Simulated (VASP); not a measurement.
A run of VASP 6.6.1 is set up as follows.

File INCAR:

```
PREC     = Accurate       # precision mode
ENCUT    = 500            # plane-wave cutoff, eV
EDIFF    = 1E-6           # SCF threshold, eV
ISMEAR   = -1             # smearing method
SIGMA    = 0.1            # smearing width, eV
LREAL    = F              # projectors in reciprocal space
LASPH    = T              # aspherical terms in the spheres
NELM     = 200            # most SCF steps
ALGO     = Normal         # electronic algorithm
ISIF     = 2              # what is computed and relaxed
LWAVE    = F              # write WAVECAR
LCHARG   = F              # write CHGCAR
ISPIN    = 2              # spin polarisation
MAGMOM   = 0              # initial moments
LORBIT   = 11             # projections on sites
LMAXMIX  = 4              # l up to which the mixer works
GGA      = PE             # functional
NBANDS   = 16             # bands
GGA_COMPAT= F
```

File KPOINTS:

```
Automatic mesh
0
Gamma
  8 8 8
```

File POSCAR:

```
Cr
1.0
   -1.4530650000      1.4530650000      1.4530650000
    1.4530650000     -1.4530650000      1.4530650000
    1.4530650000      1.4530650000     -1.4530650000
Cr
1
Direct
    0.0000000000      0.0000000000      0.0000000000
```

Potentials or basis: VASP PAW PBE potentials, release 64 (Cr_pv).

The run is started by

```sh
$ cat potpaw_PBE.64/Cr_pv/POTCAR > POTCAR
$ mpirun -np 1 vasp_std > vasp.out
```

(1) Predict the net moment.

(2) Predict the pressure.

## Answers

(1) 0.00 μB per cell.

(2) -13.8 GPa.

Caveat: the k points lie up to 0.38 Å⁻¹ apart.
